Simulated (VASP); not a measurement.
# InSe (C2/m) in VASP: further runs

The runs below take InSe through single point, with r2SCAN.

Program: VASP 6.6.1. These are calculated values, not measurements. Logs are shortened: lines on timing, memory, paths and dates and some standing lists are left out, and cuts for length are marked.

## Step 1: The cell of the first run

It takes space group C2/m (No. 12, monoclinic). The conventional cell has a = 11.632 Å, b = 4.101 Å, c = 5.075 Å, α = 90.00°, β = 109.64°, γ = 90.00°. In (site symmetry m) has 3 Se at 2.68 to 2.69 Å and 1 In at 2.80 Å within 3.5 Å. Within 4.2 Å of Se (site symmetry m) lie 7 In at 2.68 to 4.19 Å and 7 Se at 3.57 to 4.10 Å.

## Step 2: Single point, r2SCAN

POSCAR reads:

```
InSe
1.0
    5.8153675085     -2.0505493728     -0.0768517395
    5.8153675085      2.0505493728     -0.0768517395
   -1.6423826343      0.0000000000      4.8022564944
In Se
2 2
Direct
    0.8881706608      0.8881706608      0.0478327535
    0.1118293392      0.1118293392      0.9521672465
    0.6618440364      0.6618440364      0.6685497181
    0.3381559636      0.3381559636      0.3314502819
```

INCAR.step1 reads:

```
  PREC = Accurate
  ENCUT = 520
  ISMEAR = 0
  SIGMA = 0.02
  LREAL = False
  LASPH = True
  NELM = 100
  NBANDS = 27
  GGA = PE
  ALGO = Normal
  EDIFF = 1E-4
  LWAVE = True
  LCHARG = False
```

INCAR.step2 reads:

```
  PREC = Accurate
  ENCUT = 520
  EDIFF = 1E-7
  ISMEAR = 0
  SIGMA = 0.02
  LREAL = False
  LASPH = True
  NELM = 100
  ALGO = Normal
  ISIF = 2
  LWAVE = False
  LCHARG = True
  METAGGA = R2SCAN
  LMIXTAU = True
  LELF = True
  LVHAR = True
  NBANDS = 27
  ISTART = 1
```

KPOINTS reads:

```
regular mesh
0
Gamma
  8 8 6
```

Potentials or basis: VASP PAW PBE potentials, release 64 (In_d, Se).

On the command line:

```sh
$ cat potpaw_PBE.64/In_d/POTCAR potpaw_PBE.64/Se/POTCAR > POTCAR
$ cp INCAR.step1 INCAR
$ mpirun -np 1 vasp_std > vasp.out
$ cp INCAR.step2 INCAR
$ mpirun -np 1 vasp_std > vasp.out
```

OUTCAR:

```text
PREC = Accurate
   ENCUT = 520
   EDIFF = 1E-7
   ISMEAR = 0
   LREAL = False
   LASPH = True
   NELM = 100
   ISIF = 2
   METAGGA = R2SCAN
   ISTART = 1

 ion  position               nearest neighbor table
   1  0.888  0.888  0.048-   4 2.68   4 2.68   3 2.69   2 2.80   2 3.70   2 3.70
   2  0.112  0.112  0.952-   3 2.68   3 2.68   4 2.69   1 2.80   1 3.70   1 3.70
   3  0.662  0.662  0.669-   2 2.68   2 2.68   1 2.69
   4  0.338  0.338  0.331-   1 2.68   1 2.68   2 2.69

  LATTYP: Found a base centered monoclinic cell.
 ALAT       =    11.6317505903
 B/A-ratio  =     0.3525779472
 C/A-ratio  =     0.4363351111
 COS(beta)  =    -0.3360753144

  Lattice vectors:

 A1 = (   5.8153675085,  -2.0505493728,  -0.0768517395)
 A2 = (   5.8153675085,   2.0505493728,  -0.0768517395)
 A3 = (  -1.6423826343,   0.0000000000,   4.8022564944)

Analysis of symmetry for initial positions (statically):
=====================================================================
 Subroutine PRICEL returns:
 Original cell was already a primitive cell.

 Routine SETGRP: Setting up the symmetry group for a
 base centered monoclinic supercell.

 Subroutine GETGRP returns: Found  4 space group operations
 (whereof  4 operations were pure point group operations)
 out of a pool of  4 trial point group operations.

The static configuration has the point symmetry C_2h.

Analysis of symmetry for dynamics (positions and initial velocities):
=====================================================================
 Subroutine PRICEL returns:
 Original cell was already a primitive cell.

 Routine SETGRP: Setting up the symmetry group for a
 base centered monoclinic supercell.

 Subroutine GETGRP returns: Found  4 space group operations
 (whereof  4 operations were pure point group operations)
 out of a pool of  4 trial point group operations.

The dynamic configuration has the point symmetry C_2h.

 Subroutine INISYM returns: Found  4 space group operations
 (whereof  4 operations are pure point group operations),
 and found     1 'primitive' translations

----------------------------------------------------------------------------------------

                                     Primitive cell

  volume of cell :     114.0133

  direct lattice vectors                    reciprocal lattice vectors
     5.815367508 -2.050549373 -0.076851740     0.086369449 -0.243837094  0.029538548
     5.815367508  2.050549373 -0.076851740     0.086369449  0.243837094  0.029538548
    -1.642382634  0.000000000  4.802256494     0.002764385  0.000000000  0.209180867

  length of vectors
     6.166778590  6.166778590  5.075341186     0.260362701  0.260362701  0.209199132

  position of ions in fractional coordinates (direct lattice)
     0.888170661  0.888170661  0.047832754
     0.111829339  0.111829339  0.952167246
     0.661844036  0.661844036  0.668549718
     0.338155964  0.338155964  0.331450282

  ion indices of the primitive-cell ions
   primitive index   ion index
                 1           1
                 2           2
                 3           3
                 4           4

----------------------------------------------------------------------------------------

 KPOINTS: regular mesh

Automatic generation of k-mesh.
 Grid dimensions read from file:
 generate k-points for:    8    8    6

 Generating k-lattice:

  Cartesian coordinates                     Fractional coordinates (reciprocal lattice)
     0.010796181 -0.030479637  0.003692318     0.125000000 -0.000000000  0.000000000
     0.010796181  0.030479637  0.003692318    -0.000000000  0.125000000  0.000000000
     0.000460731  0.000000000  0.034863478     0.000000000  0.000000000  0.166666667

  Length of vectors
     0.032545338  0.032545338  0.034866522

  Shift w.r.t. Gamma in fractional coordinates (k-lattice)
     0.000000000  0.000000000  0.000000000

 Subroutine IBZKPT returns following result:
 ===========================================

 Found    114 irreducible k-points:

 Following reciprocal coordinates:
            Coordinates               Weight
  0.000000  0.000000  0.000000      1.000000
  0.125000  0.000000  0.000000      4.000000
  0.250000  0.000000  0.000000      4.000000
  0.375000  0.000000  0.000000      4.000000
  0.500000  0.000000  0.000000      2.000000
  0.125000  0.125000 -0.000000      2.000000
[... 16 lines left out ...]
  0.125000  0.000000  0.166667      4.000000
  0.250000  0.000000  0.166667      4.000000
 [... further k-points ...]
   k-points           NKPTS =    114   k-points in BZ     NKDIM =    114   number of bands    NBANDS=     27
   number of dos      NEDOS =    301   number of ions     NIONS =      4
   total plane-waves  NPLWV =  92160
   dimension x,y,z NGX =    48 NGY =   48 NGZ =   40
   dimension x,y,z NGXF=    96 NGYF=   96 NGZF=   80
   ions per type =               2   2
   NGX,Y,Z   is equivalent  to a cutoff of  12.94, 12.94, 13.10 a.u.
   NGXF,Y,Z  is equivalent  to a cutoff of  25.88, 25.88, 26.20 a.u.
 SYSTEM =  unknown system
   PREC   = accura    normal or accurate (medium, high low for compatibility)
   ISTART =      1    job   : 0-new  1-cont  2-samecut
   ICHARG =      0    charge: 1-file 2-atom 10-const
   ISPIN  =      1    spin polarized calculation?
   LNONCOLLINEAR =      F non collinear calculations
   LSORBIT =      F    spin-orbit coupling
   LASPH  =      T    aspherical Exc in radial PAW
   ENCUT  =  520.0 eV  38.22 Ry    6.18 a.u.  11.47 11.47  9.44*2*pi/ulx,y,z
   NELM   =    100;   NELMIN=  2; NELMDL=  0     # of ELM steps
   EDIFF  = 0.1E-06   stopping-criterion for ELM
   LREAL  =      F    real-space projection
   EDIFFG = 0.1E-05   stopping-criterion for IOM
   NSW    =      0    number of steps for IOM
   IBRION =     -1    ionic relax: 0-MD 1-quasi-New 2-CG
   NFREE  =      0    steps in history (QN), initial steepest desc. (CG)
   ISIF   =      2    stress and relaxation
   ISYM   =      2    0-nonsym 1-usesym 2-fastsym
   POTIM  = 0.5000    time-step for ionic-motion
   TEBEG  =    0.0;   TEEND  =   0.0 temperature during run
   PSTRESS=    0.0 pullay stress
   NELECT =      38.0000    total number of electrons
   NUPDOWN=      -1.0000    fix difference up-down
   EMIN   =  10.00;   EMAX   =-10.00  energy-range for DOS
   EFERMI =   0.00;   METHOD = LEGACY
   ISMEAR =     0;   SIGMA  =   0.02  broadening in eV -4-tet -1-fermi 0-gaus
   EFERMI_NEDOS =   21; number of points for ismear=-14 and -15
   IALGO  =     38    algorithm
   IMIX   =      4    mixing-type and parameters
     AMIX     =   0.40;   BMIX     =  1.00
     AMIX_MAG =   1.60;   BMIX_MAG =  1.00
  volume/ion in A,a.u.               =      28.50       192.35
  Fermi-wavevector in a.u.,A,eV,Ry     =   1.135057  2.144946 17.529116  1.288354
  Thomas-Fermi vector in A             =   2.271761
   LORBIT       =      0    0 simple, 1 ext, 2 COOP (PROOUT), +10 PAW based schemes
   METAGGA = R2SCAN    functional components
   LHFCALC =     F    Hartree Fock is set to
   AEXX    =    0.0000 exact exchange contribution
   IVDW    =     0    specifies the selected vdW correction
   LEPSILON=     F    determine dielectric tensor
   LRPA    =     F    only Hartree local field effects (RPA)
 non-spin polarized calculation
 Gauss-broadening in eV      SIGMA  =   0.02
  energy-cutoff  :      520.00
  volume of cell :      114.01
 maximum number of plane-waves:      3093
 NGX is ok and might be reduce to    48
   NGX = 23   NGY = 23   NGZ = 19

 number of electron      38.0000005 magnetization

 Free energy of the ion-electron system (eV)
  ---------------------------------------------------
  ext. energy  EPLUGINS =         0.00000000
  ---------------------------------------------------
  free energy    TOTEN  =       -76.35819608 eV

  energy without entropy =      -76.35819608  energy(sigma->0) =      -76.35819608

 E-fermi :   3.7819     XC(G=0):  -9.6032

 val. band max:        3.6913646782   @ k =   0.5000   0.5000  -0.0000
 cond. band min:       5.2190241591   @ k =   0.0000   0.0000   0.5000
 fundamental gap:      1.5276594810
 Fermi energy:         3.7818925407

 k-point     1 :       0.0000    0.0000    0.0000
  band No.  band energies     occupation
      1     -11.2935      2.00000
      2     -11.1550      2.00000
      3     -10.9714      2.00000
      4     -10.9339      2.00000
      5     -10.8941      2.00000
      6     -10.8874      2.00000
[... 19 lines left out ...]
     26      10.9806      0.00000
     27      12.5149      0.00000

 k-point     2 :       0.1250    0.0000    0.0000
  band No.  band energies     occupation
      1     -11.2895      2.00000
      2     -11.1528      2.00000
      3     -11.0308      2.00000
      4     -10.9209      2.00000
      5     -10.9097      2.00000
      6     -10.8757      2.00000
[... 19 lines left out ...]
     26      10.9380      0.00000
     27      12.9763      0.00000

 k-point     3 :       0.2500    0.0000    0.0000
  band No.  band energies     occupation
      1     -11.2836      2.00000
      2     -11.1518      2.00000
      3     -11.1173      2.00000
      4     -10.9407      2.00000
      5     -10.9018      2.00000
      6     -10.8663      2.00000
[... 19 lines left out ...]
     26      11.2866      0.00000
     27      12.2627      0.00000

 k-point     4 :       0.3750    0.0000    0.0000
  band No.  band energies     occupation
      1     -11.2908      2.00000
      2     -11.1841      2.00000
      3     -11.1292      2.00000
      4     -10.9711      2.00000
      5     -10.8902      2.00000
      6     -10.8838      2.00000
[... 19 lines left out ...]
     26      11.2958      0.00000
     27      12.4902      0.00000
[... 516 lines left out ...]
      4     -10.9328      2.00000
      5     -10.8958      2.00000
      6     -10.8872      2.00000
[... 19 lines left out ...]
     26      11.1716      0.00000
     27      12.3071      0.00000

 k-point    23 :       0.1250    0.0000    0.1667
  band No.  band energies     occupation
      1     -11.2965      2.00000
      2     -11.1520      2.00000
      3     -11.0276      2.00000
      4     -10.9191      2.00000
      5     -10.9110      2.00000
      6     -10.8757      2.00000
[... 19 lines left out ...]
     26      10.7677      0.00000
     27      12.6887      0.00000

 k-point    24 :       0.2500    0.0000    0.1667
  band No.  band energies     occupation
      1     -11.2947      2.00000
      2     -11.1522      2.00000
      3     -11.1075      2.00000
      4     -10.9426      2.00000
      5     -10.8997      2.00000
      6     -10.8658      2.00000
[... 19 lines left out ...]
     26      11.3491      0.00000
     27      12.2472      0.00000

 [... further k-points ...]
[... 5 lines left out ...]
  --------------------------------------------------------------------------------------
  -------------------------------------------------------------------------------------
  Total        0.0182505      0.0355141      0.0169761      0.0000000      0.0000000     -0.0086455
  in kB        0.2564660      0.4990640      0.2385576      0.0000000      0.0000000     -0.1214918
  external PRESSURE =       0.3313625 kB  Pullay stress =       0.0000000 kB

 VOLUME and BASIS-vectors are now :
 -----------------------------------------------------------------------------
  energy-cutoff  :      520.00
  volume of cell :      114.01
      direct lattice vectors                 reciprocal lattice vectors
     5.815367508 -2.050549373 -0.076851740     0.086369449 -0.243837094  0.029538548
     5.815367508  2.050549373 -0.076851740     0.086369449  0.243837094  0.029538548
    -1.642382634  0.000000000  4.802256494     0.002764385  0.000000000  0.209180867

 POSITION                                       TOTAL-FORCE (eV/Angst)
 -----------------------------------------------------------------------------------
     10.25152      0.00000      0.09319         0.008919      0.000000     -0.002322
     -0.26317      0.00000      4.55536        -0.008919      0.000000      0.002322
      6.59972      0.00000      3.10882        -0.002436      0.000000     -0.012172
      3.38863      0.00000      1.53973         0.002436      0.000000      0.012172
 -----------------------------------------------------------------------------------
    total drift:                               -0.000000     -0.000000      0.000000

  FREE ENERGIE OF THE ION-ELECTRON SYSTEM (eV)
  ---------------------------------------------------
  free  energy   TOTEN  =       -76.3581960799 eV

  energy  without entropy=      -76.3581960799  energy(sigma->0) =      -76.35819608
```

Wall time 20 min (1 thread of Intel Xeon Platinum 8488C (Sapphire Rapids), shared host); peak memory 0.53 GiB.

Results:

```yaml
Free_energy: -76.3582 eV
Pressure: 0.0 GPa
Largest_force: 0.012 eV/Å
Band_gap_on_the_k_mesh: 1.53 eV (least direct gap 1.69 eV)
```

Forces on the atoms (eV/Å):
```
In   0.009  0.000 -0.002
In  -0.009  0.000  0.002
Se  -0.002  0.000 -0.012
Se   0.002  0.000  0.012
```

Caveat: the PAW data sets were made with another functional, which shifts forces and pressure a little; spin-orbit coupling is left out, which moves the levels of the heavy elements. r2SCAN opens gaps a little over a GGA but as a rule still falls short of measured ones.

## Step 3: Single point, r2SCAN

This run uses another cell than the first one, of 26.74 Å³/atom.

POSCAR reads:

```
InSe
1.0
    5.8634185954     -2.0514025591     -0.0290385982
    5.8634185954      2.0514025591     -0.0290385982
   -1.6210686022      0.0000000000      4.4542648906
In Se
2 2
Direct
    0.8871061022      0.8871061022      0.0373341644
    0.1128938978      0.1128938978      0.9626658356
    0.6579631787      0.6579631787      0.6513702087
    0.3420368213      0.3420368213      0.3486297913
```

INCAR.step1 reads:

```
SYSTEM = InSe
ALGO = Normal
EDIFF = 1E-4
ENCUT = 520
GGA = PE
ISMEAR = 0
LASPH = .True.
LCHARG = .False.
LREAL = .False.
LWAVE = .True.
NBANDS = 27
NELM = 80
PREC = Accurate
SIGMA = 0.02
```

INCAR.step2 reads:

```
SYSTEM = InSe
ALGO = Normal
EDIFF = 1E-6
ENCUT = 520
ISIF = 2
ISMEAR = 0
ISTART = 1
LASPH = .True.
LCHARG = .False.
LMIXTAU = .True.
LREAL = .False.
LWAVE = .False.
METAGGA = R2SCAN
NBANDS = 27
NELM = 80
PREC = Accurate
SIGMA = 0.02
```

KPOINTS reads:

```
k-points
0
Gamma
  8 8 6
  0 0 0
```

Potentials or basis: VASP PAW PBE potentials, release 64 (In_d, Se).

On the command line:

```sh
$ cat potpaw_PBE.64/In_d/POTCAR potpaw_PBE.64/Se/POTCAR > POTCAR
$ cp INCAR.step1 INCAR
$ mpirun -np 1 vasp_std > vasp.out
$ cp INCAR.step2 INCAR
$ mpirun -np 1 vasp_std > vasp.out
```

Wall time 15 min (1 thread of Oxide Virtual Turin-like, shared host); peak memory 0.46 GiB.

The run converged. Its results:

```yaml
Free_energy: -76.3371 eV
Pressure: 1.0 GPa
Largest_force: 0.015 eV/Å
Band_gap_on_the_k_mesh: 1.37 eV (least direct gap 1.62 eV)
```

Forces on the atoms (eV/Å):
```
In   0.013  0.000 -0.004
In  -0.013  0.000  0.004
Se   0.003  0.000 -0.014
Se  -0.003  0.000  0.014
```

Levels at points of the mesh, in eV from the valence-band top:
```csv
k point,band 15,band 16,band 17,band 18,band 19,band 20,band 21,band 22,band 23,band 24
"(0.00, 0.00, 0.00)",-3.70,-2.52,-2.29,-1.68,-1.39,3.04,3.58,4.27,5.32,5.90
"(0.50, 0.00, 0.00)",-2.52,-2.21,-1.82,-1.44,-1.36,2.00,2.81,3.81,4.02,4.90
"(0.50, 0.50, 0.00)",-2.73,-2.48,-1.24,-0.86,-0.25,1.61,3.06,3.37,4.60,6.20
"(0.00, 0.00, 0.50)",-2.20,-1.92,-1.61,-1.26,-0.27,1.37,2.60,3.99,4.02,6.45
"(0.50, 0.00, 0.50)",-3.79,-3.26,-2.46,-2.40,-1.66,2.60,3.56,4.36,5.10,7.12
"(0.50, 0.50, 0.50)",-2.42,-1.74,-1.54,-1.01,-0.47,2.50,3.49,3.60,4.70,5.73
```

Caveat: the PAW data sets were made with another functional, which shifts forces and pressure a little; spin-orbit coupling is left out, which moves the levels of the heavy elements. A k mesh can miss the band edges.
